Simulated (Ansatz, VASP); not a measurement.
## Re: VASP beside Ansatz

The input INCAR:

```
PREC = Accurate
ENCUT = 500
EDIFF = 1E-6
ISMEAR = -1
SIGMA = 0.1
LREAL = F
LASPH = T
NELM = 120
ALGO = Normal
ISIF = 2
LWAVE = F
LCHARG = F
GGA = PE
NBANDS = 22
GGA_COMPAT = F
```

KPOINTS

```
Automatic mesh
0
Gamma
  12 12 12
```

The input POSCAR:

```
Re
1.0
    0.0000000000      2.8260376746      2.8260376746
    2.8260376746      0.0000000000      2.8260376746
    2.8260376746      2.8260376746      0.0000000000
Re
2
Direct
   -0.1250000000     -0.1250000000     -0.1250000000
    0.1250000000      0.1250000000      0.1250000000
```

Input for Ansatz:

```yaml
crystal:
  lattice:
    - [0.0, 2.8260376746, 2.8260376746]
    - [2.8260376746, 0.0, 2.8260376746]
    - [2.8260376746, 2.8260376746, 0.0]
  atoms:
    - { symbol: Re, position: [-0.125, -0.125, -0.125] }
    - { symbol: Re, position: [0.125, 0.125, 0.125] }
kpoints:
  mp_grid: { grid: [12, 12, 12] }
  band_path:
    path:
      - [0.0, 0.0, 0.0]
      - [0.5, 0.0, 0.5]
      - [0.625, 0.25, 0.625]
      - [0.375, 0.375, 0.75]
      - [0.0, 0.0, 0.0]
      - [0.5, 0.5, 0.5]
      - [0.5, 0.25, 0.75]
      - [0.5, 0.0, 0.5]
    npoints: 8
scf:
  occupations: { method: fermi_dirac, width: 0.1 }
hamiltonian:
  xc: pbe
  pseudopotentials: { kind: paw }
output:
  forces: true
  stress: true
  eigenvalues: true
  populations: true
  dos: { projected: true, de: 0.2, e_range: [-14, 8] }
  write_density: true
  write_potential: true
  elf: true
  volumetric_format: npy
```

Change from the starting cell: volume scaled by 1, PAW files.

Alike in both runs: task single point; functional PBE; k mesh 12 × 12 × 12; occupations fermi-dirac, width 0.1 eV; no spin polarisation.

|  | VASP | Ansatz |
| --- | --- | --- |
| version | VASP 6.6.1 | Ansatz 0.2.0 |
| potentials or method | VASP PAW PBE potentials, release 64 (Re_sv_GW) | PAW with Ansatz's default frozen-core files, scalar-relativistic |
| plane-wave cutoff (eV) | 500 | 420 |
| valence electrons in the cell | 30 | 30 |

Ansatz gave:

```
pressure (GPa) : 0.0
```

Problem. Estimate VASP's values.

Solution. Pressure (GPa): -1.6.

Spin-orbit coupling is off throughout.
